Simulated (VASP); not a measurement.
Write the native input for VASP 6.6.1 that does the following.

```
Task                   : single point
Functional             : PBE
Potentials or basis    : VASP PAW PBE potentials, release 64 (Mo_sv, Se)
Cutoff                 : 520 eV
k mesh                 : 8 × 8 × 8
Occupations            : fermi-dirac, width 0.05 eV
Spin                   : no spin polarisation
Dipole correction      : no
Further INCAR settings : ALGO = Normal; EDIFF = 1e-06; NBANDS = 17
```

The structure of MoSe lies in POSCAR:

```
MoSe
1.0
    0.0000000000      2.9496170421      2.9496170421
    2.9496170421      0.0000000000      2.9496170421
    2.9496170421      2.9496170421      0.0000000000
Mo Se
1 1
Direct
    0.0000000000      0.0000000000      0.0000000000
    0.5000000000      0.5000000000      0.5000000000
```

This cell differs from its parent crystal: volume scaled by 1.06.

One way to write it, as run:

INCAR

```
SYSTEM = MoSe
PREC = Accurate
ENCUT = 520
EDIFF = 1E-6
ISMEAR = -1
SIGMA = 0.05
LREAL = .False.
LASPH = .True.
NELM = 80
ALGO = Normal
ISIF = 2
LWAVE = .False.
LCHARG = .True.
GGA = PE
LELF = .True.
LVHAR = .True.
NBANDS = 17
```

KPOINTS

```
Automatic mesh
0
Gamma
  8 8 8
  0 0 0
```

Potentials or basis: VASP PAW PBE potentials, release 64 (Mo_sv, Se).

Command:

```sh
$ cat potpaw_PBE.64/Mo_sv/POTCAR potpaw_PBE.64/Se/POTCAR > POTCAR
$ mpirun -np 1 vasp_std > vasp.out
```

It gave:

The pressure is -20.9 GPa and the band gap on the k mesh is zero (band 10 reaches 5.39 eV, above the bottom of band 11 at 4.31 eV).

Run time: 13 s on 1 thread of Intel(R) Xeon(R) Platinum 8488C (Sapphire Rapids), with other jobs on the host, peak memory 0.18 GiB.
